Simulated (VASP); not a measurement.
# C: single point with BLYP

Crystal: C.

```xyz
2
Lattice="0.0000 1.7834 1.7834 1.7834 0.0000 1.7834 1.7834 1.7834 0.0000" Properties=species:S:1:pos:R:3 pbc="T T T"
C     2.6751    2.6751    2.6751
C     1.7834    1.7834    1.7834
```

```json
{"Program": "VASP 6.6.1", "Task": "single point", "Functional": "BLYP", "Potentials or basis": "VASP PAW PBE potentials, release 64 (C)", "Cutoff": "520 eV", "k mesh": "13 × 13 × 13", "Occupations": "fermi-dirac, width 0.05 eV", "Spin": "no spin polarisation"}
```

```
Pressure               : 11.7 GPa
Band gap on the k mesh : 4.47 eV, indirect (least direct gap 5.74 eV)
```

Levels at points of the mesh, in eV from the valence-band top:
```
           k point  band 1  band 2  band 3  band 4  band 5  band 6  band 7  band 8
(0.00, 0.00, 0.00)  -21.19    0.00    0.00    0.00    5.74    5.74    5.74   13.44
```

Run time: 9.6 s on 1 thread of Intel(R) Xeon(R) Platinum 8375C CPU @ 2.90GHz (Ice Lake), with other jobs on the host, peak memory 0.12 GiB.

Caveat: the PAW data sets were made with another functional, which shifts forces and pressure a little. A k mesh can miss the band edges.
